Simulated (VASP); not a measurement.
Set up this calculation in VASP 6.6.1, as the native input.

| Quantity | Value |
| --- | --- |
| Task | single point |
| Functional | PBE |
| Potentials or basis | VASP PAW PBE potentials, release 64 (Na_pv) |
| Cutoff | 520 eV |
| k mesh | 4 × 4 × 4 |
| Occupations | gaussian, width 0.1 eV |
| Spin | no spin polarisation |
| Dipole correction | no |
| Further INCAR settings | ALGO = Fast; EDIFF = 1e-06; NBANDS = 38 |

The structure of Na lies in POSCAR:

```
Na
1.0
    6.6966880000      0.0000000000      0.0000000000
    0.0000000000      6.6966880000      0.0000000000
    0.0000000000      0.0000000000      6.6966880000
Na
8
Direct
    0.0000000000      0.0000000000      0.0000000000
    0.5000000000      0.2500000000      0.0000000000
    0.5000000000      0.7500000000      0.0000000000
    0.0000000000      0.5000000000      0.2500000000
    0.2500000000      0.0000000000      0.5000000000
    0.7500000000      0.0000000000      0.5000000000
    0.5000000000      0.5000000000      0.5000000000
    0.0000000000      0.5000000000      0.7500000000
```

These files were run (other wordings do the same):

INCAR

```
ALGO = Fast
EDIFF = 1E-6
ENCUT = 520
GGA = PE
ISIF = 2
ISMEAR = 0
LASPH = T
LCHARG = F
LREAL = F
LWAVE = F
NBANDS = 38
NELM = 100
PREC = Accurate
SIGMA = 0.1
```

KPOINTS

```
k-points
0
Gamma
  4 4 4
```

Potentials or basis: VASP PAW PBE potentials, release 64 (Na_pv).

Run with:

```console
$ cat potpaw_PBE.64/Na_pv/POTCAR > POTCAR
$ mpirun -np 1 vasp_std > vasp.out
```

It gave:

The pressure is -0.1 GPa and the band gap on the k mesh is zero (band 28 reaches 1.07 eV, above the bottom of band 29 at -0.42 eV).

Run time: 110 s on 1 thread of AMD EPYC 7R13 Processor (Zen 3), with other jobs on the host, peak memory 0.32 GiB.
